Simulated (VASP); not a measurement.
# In (I4/mmm) in VASP: a series of runs

In is run at these levels: LDA; tasks: single point, relaxation of cell and atoms.

All numbers are computed with VASP 6.6.1; they aren't measurements. Logs are shortened: lines on timing, memory, paths and dates and some standing lists are left out, and cuts for length are marked.

**1. The cell of the first run**

It takes space group I4/mmm (No. 139, tetragonal). Conventional cell: a = 3.187 Å, b = 3.187 Å, c = 4.848 Å, α = 90.00°, β = 90.00°, γ = 90.00°. Within 4.2 Å of In (site symmetry 4/mmm) lie 12 In at 3.19 to 3.31 Å.

**2. Single point, LDA**

The input, INCAR:

```
PREC = Accurate
ENCUT = 500
EDIFF = 1E-6
ISMEAR = -1
SIGMA = 0.1
LREAL = F
LASPH = T
NELM = 120
ALGO = Normal
ISIF = 2
LWAVE = F
LCHARG = F
GGA = CA
NBANDS = 12
GGA_COMPAT = F
```

The input, KPOINTS:

```
regular mesh
0
Gamma
  20 20 20
```

The input, POSCAR:

```
In
1.0
   -1.5934404160      1.5934404160      2.4240416148
    1.5934404160     -1.5934404160      2.4240416148
    1.5934404160      1.5934404160     -2.4240416148
In
1
Direct
    0.0000000000      0.0000000000      0.0000000000
```

Potentials or basis: VASP PAW LDA potentials, release 64 (In_d).

The run is started by

```console
> cat potpaw_LDA.64/In_d/POTCAR > POTCAR
> mpirun -np 1 vasp_std > vasp.out
```

OUTCAR:

```text
PREC = Accurate
   ENCUT = 500
   EDIFF = 1E-6
   ISMEAR = -1
   LREAL = F
   LASPH = T
   NELM = 120
   ISIF = 2
   GGA = CA

 ion  position               nearest neighbor table
   1  0.000  0.000  0.000-

  LATTYP: Found a body centered tetragonal cell.
 ALAT       =     3.1868808320
 C/A-ratio  =     1.5212627912

  Lattice vectors:

 A1 = (  -1.5934404160,   1.5934404160,   2.4240416148)
 A2 = (   1.5934404160,  -1.5934404160,   2.4240416148)
 A3 = (   1.5934404160,   1.5934404160,  -2.4240416148)

Analysis of symmetry for initial positions (statically):
=====================================================================
 Subroutine PRICEL returns:
 Original cell was already a primitive cell.

 Routine SETGRP: Setting up the symmetry group for a
 body centered tetragonal supercell.

 Subroutine GETGRP returns: Found 16 space group operations
 (whereof 16 operations were pure point group operations)
 out of a pool of 16 trial point group operations.

The static configuration has the point symmetry D_4h.

Analysis of symmetry for dynamics (positions and initial velocities):
=====================================================================
 Subroutine PRICEL returns:
 Original cell was already a primitive cell.

 Routine SETGRP: Setting up the symmetry group for a
 body centered tetragonal supercell.

 Subroutine GETGRP returns: Found 16 space group operations
 (whereof 16 operations were pure point group operations)
 out of a pool of 16 trial point group operations.

The dynamic configuration has the point symmetry D_4h.

 Subroutine INISYM returns: Found 16 space group operations
 (whereof 16 operations are pure point group operations),
 and found     1 'primitive' translations

----------------------------------------------------------------------------------------

                                     Primitive cell

  volume of cell :      24.6191

  direct lattice vectors                    reciprocal lattice vectors
    -1.593440416  1.593440416  2.424041615     0.000000000  0.313786443  0.206267086
     1.593440416 -1.593440416  2.424041615     0.313786443  0.000000000  0.206267086
     1.593440416  1.593440416 -2.424041615     0.313786443  0.313786443  0.000000000

  length of vectors
     3.309695223  3.309695223  3.309695223     0.375510376  0.375510376  0.443761043

  position of ions in fractional coordinates (direct lattice)
     0.000000000  0.000000000  0.000000000

  ion indices of the primitive-cell ions
   primitive index   ion index
                 1           1

----------------------------------------------------------------------------------------

 KPOINTS: regular mesh

Automatic generation of k-mesh.
 Grid dimensions read from file:
 generate k-points for:   20   20   20

 Generating k-lattice:

  Cartesian coordinates                     Fractional coordinates (reciprocal lattice)
     0.000000000  0.015689322  0.010313354     0.050000000  0.000000000 -0.000000000
     0.015689322  0.000000000  0.010313354     0.000000000  0.050000000 -0.000000000
     0.015689322  0.015689322  0.000000000     0.000000000  0.000000000  0.050000000

  Length of vectors
     0.018775519  0.018775519  0.022188052

  Shift w.r.t. Gamma in fractional coordinates (k-lattice)
     0.000000000  0.000000000  0.000000000

 Subroutine IBZKPT returns following result:
 ===========================================

 Found    641 irreducible k-points:

 Following reciprocal coordinates:
            Coordinates               Weight
  0.000000  0.000000  0.000000      1.000000
  0.050000  0.000000  0.000000      8.000000
  0.100000 -0.000000  0.000000      8.000000
  0.150000 -0.000000  0.000000      8.000000
  0.200000 -0.000000  0.000000      8.000000
  0.250000 -0.000000  0.000000      8.000000
[... 16 lines left out ...]
 -0.400000  0.050000 -0.000000     16.000000
 -0.350000  0.050000  0.000000     16.000000
 [... further k-points ...]
   k-points           NKPTS =    641   k-points in BZ     NKDIM =    641   number of bands    NBANDS=     12
   number of dos      NEDOS =    301   number of ions     NIONS =      1
   total plane-waves  NPLWV =  13824
   dimension x,y,z NGX =    24 NGY =   24 NGZ =   24
   dimension x,y,z NGXF=    48 NGYF=   48 NGZF=   48
   ions per type =               1
   NGX,Y,Z   is equivalent  to a cutoff of  12.06, 12.06, 12.06 a.u.
   NGXF,Y,Z  is equivalent  to a cutoff of  24.11, 24.11, 24.11 a.u.
 SYSTEM =  unknown system
   PREC   = accura    normal or accurate (medium, high low for compatibility)
   ISTART =      0    job   : 0-new  1-cont  2-samecut
   ICHARG =      2    charge: 1-file 2-atom 10-const
   ISPIN  =      1    spin polarized calculation?
   LNONCOLLINEAR =      F non collinear calculations
   LSORBIT =      F    spin-orbit coupling
   LASPH  =      T    aspherical Exc in radial PAW
   ENCUT  =  500.0 eV  36.75 Ry    6.06 a.u.   6.03  6.03  6.03*2*pi/ulx,y,z
   NELM   =    120;   NELMIN=  2; NELMDL= -5     # of ELM steps
   EDIFF  = 0.1E-05   stopping-criterion for ELM
   LREAL  =      F    real-space projection
   EDIFFG = 0.1E-04   stopping-criterion for IOM
   NSW    =      0    number of steps for IOM
   IBRION =     -1    ionic relax: 0-MD 1-quasi-New 2-CG
   NFREE  =      0    steps in history (QN), initial steepest desc. (CG)
   ISIF   =      2    stress and relaxation
   ISYM   =      2    0-nonsym 1-usesym 2-fastsym
   POTIM  = 0.5000    time-step for ionic-motion
   TEBEG  =    0.0;   TEEND  =   0.0 temperature during run
   PSTRESS=    0.0 pullay stress
   NELECT =      13.0000    total number of electrons
   NUPDOWN=      -1.0000    fix difference up-down
   EMIN   =  10.00;   EMAX   =-10.00  energy-range for DOS
   EFERMI =   0.00;   METHOD = LEGACY
   ISMEAR =    -1;   SIGMA  =   0.10  broadening in eV -4-tet -1-fermi 0-gaus
   EFERMI_NEDOS =   21; number of points for ismear=-14 and -15
   IALGO  =     38    algorithm
   IMIX   =      4    mixing-type and parameters
     AMIX     =   0.40;   BMIX     =  1.00
     AMIX_MAG =   1.60;   BMIX_MAG =  1.00
  volume/ion in A,a.u.               =      24.62       166.14
  Fermi-wavevector in a.u.,A,eV,Ry     =   1.323220  2.500523 23.822591  1.750911
  Thomas-Fermi vector in A             =   2.452844
   LORBIT       =      0    0 simple, 1 ext, 2 COOP (PROOUT), +10 PAW based schemes
   GGA     = CA    functional components
   LHFCALC =     F    Hartree Fock is set to
   AEXX    =    0.0000 exact exchange contribution
   IVDW    =     0    specifies the selected vdW correction
   LEPSILON=     F    determine dielectric tensor
   LRPA    =     F    only Hartree local field effects (RPA)
 non-spin polarized calculation
  energy-cutoff  :      500.00
  volume of cell :       24.62
 maximum number of plane-waves:       652
   NGX = 13   NGY = 13   NGZ = 13

 number of electron      13.0000004 magnetization

 Free energy of the ion-electron system (eV)
  ---------------------------------------------------
  ext. energy  EPLUGINS =         0.00000000
  ---------------------------------------------------
  free energy    TOTEN  =        -3.22397879 eV

  energy without entropy =       -3.20929871  energy(sigma->0) =       -3.21663875

 E-fermi :   7.9379     XC(G=0): -10.8193

 val. band max:        7.9358707475   @ k =  -0.3500   0.4000   0.3500
 cond. band min:       7.9404524776   @ k =   0.3000   0.1000   0.0500
 fundamental gap:      0.0045817301
 Fermi energy:         7.9379040465

 k-point     1 :       0.0000    0.0000    0.0000
  band No.  band energies     occupation
      1      -6.7752      2.00000
      2      -6.6501      2.00000
      3      -6.6501      2.00000
      4      -6.5503      2.00000
      5      -6.4286      2.00000
      6      -2.0654      2.00000
      7      18.9071      0.00000
      8      18.9071      0.00000
      9      19.0965      0.00000
     10      19.7372      0.00000
     11      22.4968      0.00000
     12      22.5847      0.00000

 k-point     2 :       0.0500    0.0000    0.0000
  band No.  band energies     occupation
      1      -6.7703      2.00000
      2      -6.6504      2.00000
      3      -6.6453      2.00000
      4      -6.5497      2.00000
      5      -6.4307      2.00000
      6      -2.0080      2.00000
      7      18.1583      0.00000
      8      18.8339      0.00000
      9      18.8916      0.00000
     10      19.6372      0.00000
     11      22.7129      0.00000
     12      22.7382      0.00000

 k-point     3 :       0.1000   -0.0000    0.0000
  band No.  band energies     occupation
      1      -6.7581      2.00000
      2      -6.6521      2.00000
      3      -6.6321      2.00000
      4      -6.5456      2.00000
      5      -6.4357      2.00000
      6      -1.8350      2.00000
      7      16.5230      0.00000
      8      18.5034      0.00000
      9      18.6469      0.00000
     10      19.6107      0.00000
     11      22.6472      0.00000
     12      23.1677      0.00000
[... 286 lines left out ...]
 k-point    23 :      -0.4000    0.0500   -0.0000
  band No.  band energies     occupation
      1      -6.7653      2.00000
      2      -6.7127      2.00000
      3      -6.6201      2.00000
      4      -6.3734      2.00000
      5      -6.3179      2.00000
      6       1.5013      2.00000
      7       7.0489      1.99972
      8      15.6403      0.00000
      9      17.3070      0.00000
     10      19.0673      0.00000
     11      20.5722      0.00000
     12      22.2658      0.00000

 k-point    24 :      -0.3500    0.0500    0.0000
  band No.  band energies     occupation
      1      -6.7511      2.00000
      2      -6.7022      2.00000
      3      -6.6083      2.00000
      4      -6.4059      2.00000
      5      -6.3557      2.00000
      6       0.6412      2.00000
      7       8.5335      0.00517
      8      15.8470      0.00000
      9      17.4819      0.00000
     10      19.4022      0.00000
     11      20.8865      0.00000
     12      22.1848      0.00000

 [... further k-points ...]
[... 5 lines left out ...]
  --------------------------------------------------------------------------------------
  -------------------------------------------------------------------------------------
  Total        0.0124903      0.0124903      0.0076342      0.0000000     -0.0000000      0.0000000
  in kB        0.8128538      0.8128538      0.4968249      0.0000000     -0.0000000      0.0000000
  external PRESSURE =       0.7075109 kB  Pullay stress =       0.0000000 kB

 VOLUME and BASIS-vectors are now :
 -----------------------------------------------------------------------------
  energy-cutoff  :      500.00
  volume of cell :       24.62
      direct lattice vectors                 reciprocal lattice vectors
    -1.593440416  1.593440416  2.424041615     0.000000000  0.313786443  0.206267086
     1.593440416 -1.593440416  2.424041615     0.313786443  0.000000000  0.206267086
     1.593440416  1.593440416 -2.424041615     0.313786443  0.313786443  0.000000000

 POSITION                                       TOTAL-FORCE (eV/Angst)
 -----------------------------------------------------------------------------------
      0.00000      0.00000      0.00000        -0.000000      0.000000     -0.000000
 -----------------------------------------------------------------------------------
    total drift:                               -0.000000      0.000000      0.000000

  FREE ENERGIE OF THE ION-ELECTRON SYSTEM (eV)
  ---------------------------------------------------
  free  energy   TOTEN  =        -3.2239787868 eV

  energy  without entropy=       -3.2092987104  energy(sigma->0) =       -3.21663875
```

It took 1.8 min on 1 thread of Oxide Virtual Turin-like, shared host; peak memory 0.24 GiB.

Results:

```yaml
Free_energy: -3.2240 eV
Pressure: 0.1 GPa
Band_gap_on_the_k_mesh: zero (an odd number of electrons rules out a gap without spin polarisation)
```

Caveat: spin-orbit coupling is left out, which moves the levels of the heavy elements.

**3. Relaxation of cell and atoms, LDA**

This run uses another cell than the first one, of 26.14 Å³/atom.

The input, INCAR:

```
SYSTEM = In
PREC = Accurate
ENCUT = 500
EDIFF = 1E-7
ISMEAR = -1
SIGMA = 0.1
LREAL = .FALSE.
LASPH = .TRUE.
NELM = 120
ALGO = Normal
ISIF = 3
LWAVE = .FALSE.
LCHARG = .FALSE.
IBRION = 2
NSW = 60
EDIFFG = -0.01
GGA_COMPAT = .FALSE.
NELMIN = 4
```

The input, KPOINTS:

```
Automatic mesh
0
G
  20 20 20
  0 0 0
```

The input, POSCAR:

```
In
1.0
   -1.6254700000      1.6254700000      2.4737000000
    1.6254700000     -1.6254700000      2.4737000000
    1.6254700000      1.6254700000     -2.4737000000
In
1
Direct
    0.0000000000      0.0000000000      0.0000000000
```

Potentials or basis: VASP PAW LDA potentials, release 64 (In_d).

The run is started by

```console
> cat potpaw_LDA.64/In_d/POTCAR > POTCAR
> mpirun -np 1 vasp_std > vasp.out
```

OUTCAR:

```text
SYSTEM = In
   PREC = Accurate
   ENCUT = 500
   EDIFF = 1E-7
   ISMEAR = -1
   LREAL = .FALSE.
   LASPH = .TRUE.
   NELM = 120
   ISIF = 3
   IBRION = 2
   NSW = 60
   EDIFFG = -0.01
   NELMIN = 4

 ion  position               nearest neighbor table
   1  0.000  0.000  0.000-

  LATTYP: Found a body centered tetragonal cell.
 ALAT       =     3.2509400000
 C/A-ratio  =     1.5218367611

  Lattice vectors:

 A1 = (  -1.6254700000,   1.6254700000,   2.4737000000)
 A2 = (   1.6254700000,  -1.6254700000,   2.4737000000)
 A3 = (   1.6254700000,   1.6254700000,  -2.4737000000)

Analysis of symmetry for initial positions (statically):
=====================================================================
 Subroutine PRICEL returns:
 Original cell was already a primitive cell.

[... 248 lines left out ...]
 E-fermi :   7.9207     XC(G=0): -10.8126

 val. band max:        7.9206739540   @ k =  -0.3500   0.4000   0.3500
 cond. band min:       7.9233494352   @ k =   0.3000   0.1000   0.0500
 fundamental gap:      0.0026754812
 Fermi energy:         7.9206811644

 k-point     1 :       0.0000    0.0000    0.0000
  band No.  band energies     occupation
      1      -6.7895      2.00000
      2      -6.6649      2.00000
      3      -6.6649      2.00000
      4      -6.5654      2.00000
      5      -6.4442      2.00000
      6      -2.0720      2.00000
      7      18.8777      0.00000
      8      18.8777      0.00000
      9      19.0665      0.00000
     10      19.7180      0.00000
[... 287 lines left out ...]
 k-point    24 :      -0.3500    0.0500    0.0000
  band No.  band energies     occupation
      1      -6.7653      2.00000
      2      -6.7168      2.00000
      3      -6.6232      2.00000
      4      -6.4215      2.00000
      5      -6.3715      2.00000
      6       0.6313      2.00000
      7       8.5157      0.00520
      8      15.8219      0.00000
      9      17.4544      0.00000
     10      19.3797      0.00000

 [... further k-points ...]
[... 5 lines left out ...]
  --------------------------------------------------------------------------------------
  -------------------------------------------------------------------------------------
  Total        0.0018872      0.0018872     -0.0026354      0.0000000      0.0000000      0.0000000
  in kB        0.1226509      0.1226509     -0.1712721      0.0000000      0.0000000      0.0000000
  external PRESSURE =       0.0246766 kB  Pullay stress =       0.0000000 kB
[... 16 lines left out ...]
  FREE ENERGIE OF THE ION-ELECTRON SYSTEM (eV)
  ---------------------------------------------------
  free  energy   TOTEN  =        -3.2246503599 eV

  energy  without entropy=       -3.2099674624  energy(sigma->0) =       -3.21730891

 reached required accuracy - stopping structural energy minimisation
```

OSZICAR:

```text
N       E                     dE             d eps       ncg     rms          rms(c)
DAV:   1     0.701030624637E+02    0.70103E+02   -0.63922E+03 12874   0.160E+03
[... 21 lines left out ...]
       N       E                     dE             d eps       ncg     rms          rms(c)
DAV:   1    -0.322486685027E+01   -0.22199E-03   -0.55135E-03 14370   0.178E+00    0.897E-02
DAV:   2    -0.322467618446E+01    0.19067E-03   -0.43312E-04 14336   0.510E-01    0.302E-02
DAV:   3    -0.322465160315E+01    0.24581E-04   -0.84182E-05 17126   0.217E-01    0.133E-02
DAV:   4    -0.322465071502E+01    0.88813E-06   -0.15488E-06 13660   0.144E-02    0.728E-03
DAV:   5    -0.322465035162E+01    0.36340E-06   -0.49012E-07 13600   0.449E-03    0.222E-03
DAV:   6    -0.322465035988E+01   -0.82596E-08   -0.72463E-08 10752   0.230E-03
   3 F= -.32246504E+01 E0= -.32173089E+01  d E =-.123551E-01
```

Run time: 6.9 min. Hardware: 1 thread of Oxide Virtual Turin-like, shared host; peak memory 0.26 GiB.

Results:

- Free energy: -3.2247 eV
- Relaxed volume: 24.65 Å³/atom
- Relaxed cell: a = 3.311 Å, b = 3.311 Å, c = 3.311 Å, α = 122.44°, β = 122.44°, γ = 85.82°
- Space group after relaxing (to 0.1 Å): I4/mmm (No. 139)
- Energy gained by relaxing: 12.4 meV/atom
- Ionic steps: 3
- Pressure after relaxing: 0.0 GPa
- Band gap on the k mesh: zero (an odd number of electrons rules out a gap without spin polarisation)

The path:
```
step  energy change (eV)  largest force (eV/Å)  pressure (GPa)  volume (Å³)
   1              0.0000                0.0000           -2.51        26.14
   2             -0.0123                0.0000            0.06        24.62
   3             -0.0124                0.0000            0.00        24.65
```

Final structure:
```cif
data_structure
_symmetry_space_group_name_H-M 'P 1'
_symmetry_Int_Tables_number 1
_cell_length_a 3.3112
_cell_length_b 3.3112
_cell_length_c 3.3112
_cell_angle_alpha 122.440
_cell_angle_beta 122.440
_cell_angle_gamma 85.823
_cell_volume 24.65
loop_
_atom_site_label
_atom_site_type_symbol
_atom_site_fract_x
_atom_site_fract_y
_atom_site_fract_z
_atom_site_occupancy
In1 In 0.00000 0.00000 0.00000 1
```

Levels at points of the mesh, in eV from the Fermi level:
| k point | band 2 | band 3 | band 4 | band 5 | band 6 | band 7 | band 8 | band 9 | band 10 |
| --- | --- | --- | --- | --- | --- | --- | --- | --- | --- |
| (0.00, 0.00, 0.00) | -14.59 | -14.59 | -14.49 | -14.36 | -9.99 | 10.96 | 10.96 | 11.15 | 11.80 |
| (0.50, 0.00, 0.00) | -14.67 | -14.57 | -14.26 | -14.22 | -4.39 | -3.62 | 7.79 | 9.49 | 11.34 |
| (0.50, 0.50, 0.00) | -14.79 | -14.26 | -14.24 | -14.14 | -2.14 | -1.58 | 3.59 | 4.02 | 7.41 |
| (0.50, 0.50, 0.50) | -14.78 | -14.24 | -14.20 | -14.20 | -2.93 | -2.89 | 4.83 | 4.83 | 8.57 |

Caveat: spin-orbit coupling is left out, which moves the levels of the heavy elements.
